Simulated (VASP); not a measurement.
Here is a VASP 6.6.1 calculation.

File POSCAR:

```
Pt
1.0
   -1.6112464359      1.6112464359      1.6112464359
    1.6112464359     -1.6112464359      1.6112464359
    1.6112464359      1.6112464359     -1.6112464359
Pt
1
Direct
    0.0000000000      0.0000000000      0.0000000000
```

The input INCAR.step1:

```
SYSTEM = Pt
PREC     = Accurate       ! precision mode
ENCUT    = 520            ! plane-wave cutoff, eV
ISMEAR   = -1             ! smearing method
SIGMA    = 0.1            ! smearing width, eV
LREAL    = .False.        ! projectors in reciprocal space
LASPH    = .True.         ! aspherical terms in the spheres
NELM     = 100            ! most SCF steps
NBANDS   = 11             ! bands
GGA      = PE             ! functional
ALGO     = Normal         ! electronic algorithm
EDIFF    = 1E-4           ! SCF threshold, eV
LWAVE    = .True.         ! write WAVECAR
LCHARG   = .False.        ! write CHGCAR
```

INCAR.step2

```
SYSTEM = Pt
PREC     = Accurate       ! precision mode
ENCUT    = 520            ! plane-wave cutoff, eV
EDIFF    = 1E-7           ! SCF threshold, eV
ISMEAR   = -1             ! smearing method
SIGMA    = 0.1            ! smearing width, eV
LREAL    = .False.        ! projectors in reciprocal space
LASPH    = .True.         ! aspherical terms in the spheres
NELM     = 100            ! most SCF steps
ALGO     = Normal         ! electronic algorithm
ISIF     = 2              ! what is computed and relaxed
LWAVE    = .False.        ! write WAVECAR
LCHARG   = .False.        ! write CHGCAR
METAGGA  = R2SCAN         ! meta-GGA
LMIXTAU  = .True.       
NBANDS   = 11             ! bands
ISTART   = 1
```

File KPOINTS:

```
Automatic mesh
0
Gamma
  16 16 16
  0 0 0
```

Potentials or basis: VASP PAW PBE potentials, release 64 (Pt).

Run with:

```console
$ cat potpaw_PBE.64/Pt/POTCAR > POTCAR
$ cp INCAR.step1 INCAR
$ mpirun -np 1 vasp_std > vasp.out
$ cp INCAR.step2 INCAR
$ mpirun -np 1 vasp_std > vasp.out
```

(1) What does it give for the pressure?

(2) Estimate the band gap on the k mesh.

Answers

(1) -15.7 GPa.

(2) zero (band 5 reaches 9.93 eV, above the bottom of band 6 at 7.83 eV).

Caveat: the PAW data sets were made with another functional, which shifts forces and pressure a little; spin-orbit coupling is left out, which moves the levels of the heavy elements.
